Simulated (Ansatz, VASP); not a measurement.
## SrTe in VASP and in Ansatz

File INCAR:

```
  PREC = Accurate
  ENCUT = 500
  EDIFF = 1E-6
  ISMEAR = 0
  SIGMA = 0.02
  LREAL = False
  LASPH = True
  NELM = 120
  ALGO = Normal
  ISIF = 2
  LWAVE = False
  LCHARG = False
  GGA = PE
  NBANDS = 15
  GGA_COMPAT = False
```

The input KPOINTS:

```
regular mesh
0
Gamma
  8 8 8
```

Contents of POSCAR:

```
SrTe
1.0
    0.0000000000      3.4351317966      3.4351317966
    3.4351317966      0.0000000000      3.4351317966
    3.4351317966      3.4351317966      0.0000000000
Sr Te
1 1
Direct
    0.0000000000      0.0000000000      0.0000000000
    0.5000000000      0.5000000000      0.5000000000
```

Input for Ansatz:

```yaml
crystal:
  lattice:
    - [0.0, 3.4351317966, 3.4351317966]
    - [3.4351317966, 0.0, 3.4351317966]
    - [3.4351317966, 3.4351317966, 0.0]
  atoms:
    - { symbol: Sr, position: [0.0, 0.0, 0.0] }
    - { symbol: Te, position: [0.5, 0.5, 0.5] }
basis:
  ecutwfc: 420
kpoints:
  mp_grid: { grid: [8, 8, 8] }
hamiltonian:
  xc: pbe
scf:
  occupations: { method: gaussian, width: 0.02 }
output:
  forces: true
  stress: true
  eigenvalues: true
```

Alike in both runs: task single point; functional PBE; k mesh 8 × 8 × 8; occupations gaussian, width 0.02 eV; no spin polarisation.

```csv
,VASP,Ansatz
version,VASP 6.6.1,Ansatz 0.2.0
potentials or method,"VASP PAW PBE potentials, release 64 (Sr_sv, Te), cutoff 500 eV","scalar-relativistic, plane waves, PAW"
valence electrons in the cell,16,26
```

VASP gave:

| Property | Result |
| --- | --- |
| gap on the k mesh at the Fermi level (eV) | 1.91 |
| least direct gap on the mesh (eV) | 2.46 |
| pressure (GPa) | -1.8 |

Which values does Ansatz return?

gap on the k mesh at the Fermi level (eV): 1.93; least direct gap on the mesh (eV): 2.47; pressure (GPa): -1.9.

VASP's potentials hold 16 valence electrons a cell and Ansatz's 26, so a difference there can come from the potentials and not from the codes.

Spin-orbit coupling is off throughout.
